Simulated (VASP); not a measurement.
A run of VASP 6.6.1 is set up as follows.

Contents of INCAR:

```
ALGO     = Normal         # electronic algorithm
EDIFF    = 1E-6           # SCF threshold, eV
ENCUT    = 910            # plane-wave cutoff, eV
GGA      = PS             # functional
GGA_COMPAT= False        
ISIF     = 2              # what is computed and relaxed
ISMEAR   = -1             # smearing method
LASPH    = True           # aspherical terms in the spheres
LCHARG   = False          # write CHGCAR
LREAL    = False          # projectors in reciprocal space
LWAVE    = False          # write WAVECAR
NBANDS   = 14             # bands
NELM     = 120            # most SCF steps
NELMDL   = -8           
PREC     = Accurate       # precision mode
SIGMA    = 0.02           # smearing width, eV
```

The input KPOINTS:

```
k-points
0
Gamma
  1 1 1
```

The input POSCAR:

```
F
1.0
    9.0000000000      0.0000000000      0.0000000000
    0.0000000000      9.5000000000      0.0000000000
    0.0000000000      0.0000000000     10.0000000000
F
2
Direct
    0.5000000000      0.5000000000      0.4301053929
    0.5000000000      0.5000000000      0.5698946071
```

Potentials or basis: VASP PAW PBE potentials, release 64 (F_h).

Launch:

```bash
$ cat potpaw_PBE.64/F_h/POTCAR > POTCAR
$ mpirun -np 1 vasp_gam > vasp.out
```

(1) What does it give for the largest force?

(2) Predict the gap between the frontier levels.

## Answers

(1) 0.040 eV/Å.

(2) 3.74 eV.

Caveat: the PAW data sets were made with another functional, which shifts forces and pressure a little.
